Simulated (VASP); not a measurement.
The system is Zr3Sb4.

```xyz
7
Lattice="5.7252 0.0000 0.0000 0.0000 5.7252 0.0000 0.0000 0.0000 5.7252" Properties=species:S:1:pos:R:3 pbc="T T T"
Zr    0.0000    0.0000    2.8626
Zr    2.8626    0.0000    0.0000
Zr    0.0000    2.8626    0.0000
Sb    1.6276    4.0975    1.6276
Sb    4.0975    1.6276    1.6276
Sb    1.6276    1.6276    4.0975
Sb    4.0975    4.0975    4.0975
```

The cell was generated, and may not be a known phase.

| Property | Result |
| --- | --- |
| Program | VASP 6.6.1 |
| Task | relaxation of cell and atoms |
| Functional | PBE |
| Potentials or basis | VASP PAW PBE potentials, release 64 (Zr_sv, Sb) |
| Cutoff | 600 eV |
| k mesh | 4 × 4 × 4 |
| Occupations | gaussian, width 0.1 eV |
| Spin | no spin polarisation |

At the start: pressure 20.9 GPa; volume 26.81 Å³/atom.

Task: How do energy, volume and symmetry change on relaxing?

Result: Over 8 steps the energy falls by 402.1 meV/atom and the volume is 35.67 Å³/atom (+33.0 %); space group P-43m (No. 215, to 0.1 Å) before and after.

The path:
```
step  energy change (eV)  largest force (eV/Å)  pressure (GPa)  volume (Å³)
   1              0.0000                2.0204           20.87       187.66
   2             -0.4728                1.6553           -8.03       299.38
   3             -2.6959                0.4553           -0.31       236.53
   4             -2.6994                0.4061            0.07       234.95
   5             -2.6995                0.3732            0.32       233.94
   6             -2.7252                0.3195            0.26       235.48
   7             -2.7801                0.1836            0.13       240.15
   8             -2.8146                0.0024           -0.05       249.67
```

Final structure:
```
Zr Sb
1.0
     6.29682    0.00000    0.00000
     0.00000    6.29682    0.00000
     0.00000    0.00000    6.29682
Zr Sb
3 4
Direct
  0.00000 0.00000 0.50000
  0.50000 0.00000 0.00000
  0.00000 0.50000 0.00000
  0.27419 0.72581 0.27419
  0.72581 0.27419 0.27419
  0.27419 0.27419 0.72581
  0.72581 0.72581 0.72581
```

Caveat: the volume moved by over 15 % at a fixed basis, so the end points are rough.
